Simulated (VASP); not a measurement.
# Si3IrRu in VASP: single point with PBE

Aim: the single point of Si3IrRu with PBE.

Program: VASP 6.6.1. These are calculated values, not measurements. Logs are shortened: lines on timing, memory, paths and dates and some standing lists are left out, and cuts for length are marked.

### 1 The cell of the first run

The typed cell holds 5 atoms: a = 3.229 Å, b = 3.229 Å, c = 7.595 Å, α = 90.00°, β = 90.00°, γ = 90.00°.

The cell was generated, and may not be a known phase.

### 2 Single point, PBE

The input, INCAR:

```
PREC = Accurate ; ENCUT = 560
EDIFF = 1E-6 ; ISMEAR = 0
SIGMA = 0.2 ; LREAL = F
LASPH = T ; NELM = 120
ALGO = Normal ; ISIF = 2
LWAVE = F ; LCHARG = T
GGA = PE ; LELF = T
LVHAR = T ; NBANDS = 30
GGA_COMPAT = F
```

The input, KPOINTS:

```
Automatic mesh
0
Gamma
  4 4 3
```

The input, POSCAR:

```
Si3IrRu
1.0
    2.2834258092     -2.2833495473      0.0000000000
    2.2834258092      2.2833495473      0.0000000000
    0.0000000000      0.0000000000      7.5954456542
Si Ru Ir
3 1 1
Direct
    0.5000000000      0.5000000000      0.3236608988
    0.5000000000      0.5000000000      0.6763391012
    0.0000000000      0.0000000000      0.0000000000
    0.0000000000      0.0000000000      0.5000000000
    0.5000000000      0.5000000000      0.0000000000
```

Potentials or basis: VASP PAW PBE potentials, release 64 (Si, Ru_sv, Ir_sv_GW).

Launch:

```
$ cat potpaw_PBE.64/Si/POTCAR potpaw_PBE.64/Ru_sv/POTCAR potpaw_PBE.64/Ir_sv_GW/POTCAR > POTCAR
$ mpirun -np 1 vasp_std > vasp.out
```

OUTCAR:

```text
PREC = Accurate
   ENCUT = 560
   EDIFF = 1E-6
   ISMEAR = 0
   LREAL = F
   LASPH = T
   NELM = 120
   ISIF = 2
   GGA = PE

 ion  position               nearest neighbor table
   1  0.500  0.500  0.324-   5 2.46   4 2.65   4 2.65   4 2.65   4 2.65   2 2.68
   2  0.500  0.500  0.676-   5 2.46   4 2.65   4 2.65   4 2.65   4 2.65   1 2.68
   3  0.000  0.000  0.000-   5 2.28   5 2.28   5 2.28   5 2.28
   4  0.000  0.000  0.500-   1 2.65   2 2.65   1 2.65   2 2.65   1 2.65   2 2.65   1 2.65   2 2.65

   5  0.500  0.500  0.000-   3 2.28   3 2.28   3 2.28   3 2.28   1 2.46   2 2.46

  LATTYP: Found a base centered orthorhombic cell.
 ALAT       =     4.5666990946
 B/A-ratio  =     1.0000333991
 C/A-ratio  =     1.6632244641

  Lattice vectors:

 A1 = (  -2.2834258092,  -2.2833495473,   0.0000000000)
 A2 = (   2.2834258092,  -2.2833495473,   0.0000000000)
 A3 = (   0.0000000000,   0.0000000000,   7.5954456542)

Analysis of symmetry for initial positions (statically):
=====================================================================
 Subroutine PRICEL returns:
 Original cell was already a primitive cell.

 Routine SETGRP: Setting up the symmetry group for a
 base centered orthorhombic supercell.

 Subroutine GETGRP returns: Found  8 space group operations
 (whereof  8 operations were pure point group operations)
 out of a pool of  8 trial point group operations.

The static configuration has the point symmetry D_2h.

Analysis of symmetry for dynamics (positions and initial velocities):
=====================================================================
 Subroutine PRICEL returns:
 Original cell was already a primitive cell.

 Routine SETGRP: Setting up the symmetry group for a
 base centered orthorhombic supercell.

 Subroutine GETGRP returns: Found  8 space group operations
 (whereof  8 operations were pure point group operations)
 out of a pool of  8 trial point group operations.

The dynamic configuration has the point symmetry D_2h.

 Subroutine INISYM returns: Found  8 space group operations
 (whereof  8 operations are pure point group operations),
 and found     1 'primitive' translations

----------------------------------------------------------------------------------------

                                     Primitive cell

  volume of cell :      79.2032

  direct lattice vectors                    reciprocal lattice vectors
     2.283425809 -2.283349547  0.000000000     0.218969234 -0.218976547  0.000000000
     2.283425809  2.283349547  0.000000000     0.218969234  0.218976547  0.000000000
     0.000000000  0.000000000  7.595445654     0.000000000  0.000000000  0.131657844

  length of vectors
     3.229197823  3.229197823  7.595445654     0.309674432  0.309674432  0.131657844

  position of ions in fractional coordinates (direct lattice)
     0.500000000  0.500000000  0.323660899
     0.500000000  0.500000000  0.676339101
     0.000000000  0.000000000  0.000000000
     0.000000000  0.000000000  0.500000000
     0.500000000  0.500000000  0.000000000

  ion indices of the primitive-cell ions
   primitive index   ion index
                 1           1
                 2           2
                 3           3
                 4           4
                 5           5

----------------------------------------------------------------------------------------

 KPOINTS: Automatic mesh

Automatic generation of k-mesh.
 Grid dimensions read from file:
 generate k-points for:    4    4    3

 Generating k-lattice:

  Cartesian coordinates                     Fractional coordinates (reciprocal lattice)
     0.054742308 -0.054744137  0.000000000     0.250000000  0.000000000  0.000000000
     0.054742308  0.054744137  0.000000000     0.000000000  0.250000000  0.000000000
     0.000000000  0.000000000  0.043885948     0.000000000  0.000000000  0.333333333

  Length of vectors
     0.077418608  0.077418608  0.043885948

  Shift w.r.t. Gamma in fractional coordinates (k-lattice)
     0.000000000  0.000000000  0.000000000

 Subroutine IBZKPT returns following result:
 ===========================================

 Found     14 irreducible k-points:

 Following reciprocal coordinates:
            Coordinates               Weight
  0.000000  0.000000  0.000000      1.000000
  0.250000  0.000000  0.000000      4.000000
  0.500000  0.000000  0.000000      2.000000
  0.250000  0.250000  0.000000      2.000000
  0.500000  0.250000  0.000000      4.000000
 -0.250000  0.250000  0.000000      2.000000
  0.500000  0.500000  0.000000      1.000000
  0.000000  0.000000  0.333333      2.000000
  0.250000  0.000000  0.333333      8.000000
  0.500000  0.000000  0.333333      4.000000
  0.250000  0.250000  0.333333      4.000000
  0.500000  0.250000  0.333333      8.000000
 -0.250000  0.250000  0.333333      4.000000
  0.500000  0.500000  0.333333      2.000000
   k-points           NKPTS =     14   k-points in BZ     NKDIM =     14   number of bands    NBANDS=     30
   number of dos      NEDOS =    301   number of ions     NIONS =      5
   total plane-waves  NPLWV =  47040
   dimension x,y,z NGX =    28 NGY =   28 NGZ =   60
   dimension x,y,z NGXF=    56 NGYF=   56 NGZF=  120
   ions per type =               3   1   1
   NGX,Y,Z   is equivalent  to a cutoff of  14.41, 14.41, 13.13 a.u.
   NGXF,Y,Z  is equivalent  to a cutoff of  28.83, 28.83, 26.27 a.u.
 SYSTEM =  unknown system
   PREC   = accura    normal or accurate (medium, high low for compatibility)
   ISTART =      0    job   : 0-new  1-cont  2-samecut
   ICHARG =      2    charge: 1-file 2-atom 10-const
   ISPIN  =      1    spin polarized calculation?
   LNONCOLLINEAR =      F non collinear calculations
   LSORBIT =      F    spin-orbit coupling
   LASPH  =      T    aspherical Exc in radial PAW
   ENCUT  =  560.0 eV  41.16 Ry    6.42 a.u.   6.23  6.23 14.66*2*pi/ulx,y,z
   NELM   =    120;   NELMIN=  2; NELMDL= -5     # of ELM steps
   EDIFF  = 0.1E-05   stopping-criterion for ELM
   LREAL  =      F    real-space projection
   EDIFFG = 0.1E-04   stopping-criterion for IOM
   NSW    =      0    number of steps for IOM
   IBRION =     -1    ionic relax: 0-MD 1-quasi-New 2-CG
   NFREE  =      0    steps in history (QN), initial steepest desc. (CG)
   ISIF   =      2    stress and relaxation
   ISYM   =      2    0-nonsym 1-usesym 2-fastsym
   POTIM  = 0.5000    time-step for ionic-motion
   TEBEG  =    0.0;   TEEND  =   0.0 temperature during run
   PSTRESS=    0.0 pullay stress
   NELECT =      45.0000    total number of electrons
   NUPDOWN=      -1.0000    fix difference up-down
   EMIN   =  10.00;   EMAX   =-10.00  energy-range for DOS
   EFERMI =   0.00;   METHOD = LEGACY
   ISMEAR =     0;   SIGMA  =   0.20  broadening in eV -4-tet -1-fermi 0-gaus
   EFERMI_NEDOS =   21; number of points for ismear=-14 and -15
   IALGO  =     38    algorithm
   IMIX   =      4    mixing-type and parameters
     AMIX     =   0.40;   BMIX     =  1.00
     AMIX_MAG =   1.60;   BMIX_MAG =  1.00
  volume/ion in A,a.u.               =      15.84       106.90
  Fermi-wavevector in a.u.,A,eV,Ry     =   1.355912  2.562302 25.014272  1.838497
  Thomas-Fermi vector in A             =   2.482960
   LORBIT       =      0    0 simple, 1 ext, 2 COOP (PROOUT), +10 PAW based schemes
   GGA     = PE    functional components
   LHFCALC =     F    Hartree Fock is set to
   AEXX    =    0.0000 exact exchange contribution
   IVDW    =     0    specifies the selected vdW correction
   LEPSILON=     F    determine dielectric tensor
   LRPA    =     F    only Hartree local field effects (RPA)
 non-spin polarized calculation
 Gauss-broadening in eV      SIGMA  =   0.20
  energy-cutoff  :      560.00
  volume of cell :       79.20
 maximum number of plane-waves:      2396
 NGX is ok and might be reduce to    28
   NGX = 13   NGY = 13   NGZ = 29

 number of electron      44.9999997 magnetization

 Free energy of the ion-electron system (eV)
  ---------------------------------------------------
  ext. energy  EPLUGINS =         0.00000000
  ---------------------------------------------------
  free energy    TOTEN  =       -35.50745023 eV

  energy without entropy =      -35.44943814  energy(sigma->0) =      -35.47844418

 E-fermi :   9.9521     XC(G=0): -11.7250

 val. band max:        9.8314224710   @ k =   0.2500   0.2500   0.3333
 cond. band min:      10.0251426656   @ k =   0.5000   0.2500   0.0000
 fundamental gap:      0.1937201947
 Fermi energy:         9.9520529525

 k-point     1 :       0.0000    0.0000    0.0000
  band No.  band energies     occupation
      1     -82.5735      2.00000
      2     -62.8300      2.00000
      3     -39.5375      2.00000
      4     -39.5374      2.00000
      5     -39.3756      2.00000
      6     -32.9240      2.00000
[... 22 lines left out ...]
     29      15.7766      0.00000
     30      16.0190      0.00000

 k-point     2 :       0.2500    0.0000    0.0000
  band No.  band energies     occupation
      1     -82.5726      2.00000
      2     -62.8274      2.00000
      3     -39.5759      2.00000
      4     -39.5348      2.00000
      5     -39.3730      2.00000
      6     -32.9694      2.00000
[... 22 lines left out ...]
     29      15.6278      0.00000
     30      15.6560      0.00000

 k-point     3 :       0.5000    0.0000    0.0000
  band No.  band energies     occupation
      1     -82.5716      2.00000
      2     -62.8247      2.00000
      3     -39.6140      2.00000
      4     -39.5323      2.00000
      5     -39.3702      2.00000
      6     -33.0144      2.00000
[... 22 lines left out ...]
     29      15.3758      0.00000
     30      15.3781      0.00000

 k-point     4 :       0.2500    0.2500    0.0000
  band No.  band energies     occupation
      1     -82.5716      2.00000
      2     -62.8247      2.00000
      3     -39.5731      2.00000
      4     -39.5703      2.00000
      5     -39.3702      2.00000
      6     -32.9653      2.00000
[... 22 lines left out ...]
     29      14.1000      0.00000
     30      14.4424      0.00000

 k-point     5 :       0.5000    0.2500    0.0000
  band No.  band energies     occupation
      1     -82.5708      2.00000
      2     -62.8220      2.00000
      3     -39.6087      2.00000
      4     -39.5678      2.00000
      5     -39.3673      2.00000
      6     -33.0087      2.00000
[... 22 lines left out ...]
     29      13.8064      0.00000
     30      14.8329      0.00000

 k-point     6 :      -0.2500    0.2500    0.0000
  band No.  band energies     occupation
      1     -82.5716      2.00000
      2     -62.8247      2.00000
      3     -39.5732      2.00000
      4     -39.5702      2.00000
      5     -39.3702      2.00000
      6     -32.9653      2.00000
[... 22 lines left out ...]
     29      14.0999      0.00000
     30      14.4426      0.00000

 k-point     7 :       0.5000    0.5000    0.0000
  band No.  band energies     occupation
      1     -82.5700      2.00000
      2     -62.8194      2.00000
      3     -39.6033      2.00000
      4     -39.6032      2.00000
      5     -39.3645      2.00000
      6     -33.0031      2.00000
[... 22 lines left out ...]
     29      13.4730      0.00000
     30      13.5666      0.00000

 k-point     8 :       0.0000    0.0000    0.3333
  band No.  band energies     occupation
      1     -82.5736      2.00000
      2     -62.8300      2.00000
      3     -39.5375      2.00000
      4     -39.5373      2.00000
      5     -39.3760      2.00000
      6     -32.9240      2.00000
[... 22 lines left out ...]
     29      15.7807      0.00000
     30      15.9513      0.00000

 k-point     9 :       0.2500    0.0000    0.3333
  band No.  band energies     occupation
      1     -82.5725      2.00000
      2     -62.8274      2.00000
      3     -39.5757      2.00000
      4     -39.5348      2.00000
      5     -39.3730      2.00000
      6     -32.9693      2.00000
[... 22 lines left out ...]
     29      15.9882      0.00000
     30      16.3162      0.00000

 k-point    10 :       0.5000    0.0000    0.3333
  band No.  band energies     occupation
      1     -82.5717      2.00000
      2     -62.8247      2.00000
      3     -39.6141      2.00000
      4     -39.5325      2.00000
      5     -39.3702      2.00000
      6     -33.0144      2.00000
[... 22 lines left out ...]
     29      16.1321      0.00000
     30      16.5186      0.00000

 k-point    11 :       0.2500    0.2500    0.3333
  band No.  band energies     occupation
      1     -82.5717      2.00000
      2     -62.8247      2.00000
      3     -39.5733      2.00000
      4     -39.5705      2.00000
      5     -39.3701      2.00000
      6     -32.9653      2.00000
[... 22 lines left out ...]
     29      14.0598      0.00000
     30      16.5820      0.00000

 k-point    12 :       0.5000    0.2500    0.3333
  band No.  band energies     occupation
      1     -82.5707      2.00000
      2     -62.8220      2.00000
      3     -39.6087      2.00000
      4     -39.5678      2.00000
      5     -39.3672      2.00000
      6     -33.0087      2.00000
[... 22 lines left out ...]
     29      14.1004      0.00000
     30      14.8418      0.00000

 k-point    13 :      -0.2500    0.2500    0.3333
  band No.  band energies     occupation
      1     -82.5717      2.00000
      2     -62.8247      2.00000
      3     -39.5734      2.00000
      4     -39.5704      2.00000
      5     -39.3701      2.00000
      6     -32.9653      2.00000
[... 22 lines left out ...]
     29      14.0596      0.00000
     30      16.5820      0.00000

 k-point    14 :       0.5000    0.5000    0.3333
  band No.  band energies     occupation
      1     -82.5700      2.00000
      2     -62.8194      2.00000
      3     -39.6035      2.00000
      4     -39.6034      2.00000
      5     -39.3643      2.00000
      6     -33.0031      2.00000
[... 22 lines left out ...]
     29      13.3596      0.00000
     30      13.3599      0.00000

------------------------ aborting loop because EDIFF is reached ----------------------------------------

  FORCE on cell =-STRESS in cart. coord.  units (eV):
  Direction    XX          YY          ZZ          XY          YZ          ZX
  --------------------------------------------------------------------------------------
  -------------------------------------------------------------------------------------
  Total       -0.1917225     -0.1873097     -0.2195494     -0.0000000      0.0000000      0.0000000
  in kB       -3.8782975     -3.7890325     -4.4412003     -0.0000000      0.0000000      0.0000000
  external PRESSURE =      -4.0361768 kB  Pullay stress =       0.0000000 kB

 VOLUME and BASIS-vectors are now :
 -----------------------------------------------------------------------------
  energy-cutoff  :      560.00
  volume of cell :       79.20
      direct lattice vectors                 reciprocal lattice vectors
     2.283425809 -2.283349547  0.000000000     0.218969234 -0.218976547  0.000000000
     2.283425809  2.283349547  0.000000000     0.218969234  0.218976547  0.000000000
     0.000000000  0.000000000  7.595445654     0.000000000  0.000000000  0.131657844

 POSITION                                       TOTAL-FORCE (eV/Angst)
 -----------------------------------------------------------------------------------
      2.28343      0.00000      2.45835        -0.000000      0.000000      0.009387
      2.28343      0.00000      5.13710         0.000000      0.000000     -0.009387
      0.00000      0.00000      0.00000         0.000000      0.000000      0.000000
      0.00000      0.00000      3.79772         0.000000      0.000000      0.000000
      2.28343      0.00000      0.00000         0.000000     -0.000000      0.000000
 -----------------------------------------------------------------------------------
    total drift:                                0.000000      0.000000     -0.000000

  FREE ENERGIE OF THE ION-ELECTRON SYSTEM (eV)
  ---------------------------------------------------
  free  energy   TOTEN  =       -35.5074502257 eV

  energy  without entropy=      -35.4494381377  energy(sigma->0) =      -35.47844418
```

Wall time 43 s (1 thread of Intel Xeon Platinum 8375C at 2.90GHz (Ice Lake), shared host); peak memory 0.22 GiB.

Results:

```yaml
Free_energy: -35.5075 eV
Pressure: -0.4 GPa
Largest_force: 0.009 eV/Å
Band_gap_on_the_k_mesh: zero (an odd number of electrons rules out a gap without spin polarisation)
```

Forces on the atoms (eV/Å):
```
Si   0.000  0.000  0.009
Si   0.000  0.000 -0.009
Si   0.000  0.000  0.000
Ru   0.000  0.000  0.000
Ir   0.000  0.000  0.000
```

Caveat: the k points lie up to 0.49 Å⁻¹ apart, too coarse for converged energies and pressures of a metal; spin-orbit coupling is left out, which moves the levels of the heavy elements; an odd number of electrons without spin polarisation forces a metal; a magnetic or distorted state may lie lower.

The gap in the log of VASP goes by the Fermi energy; the results here count the filled bands.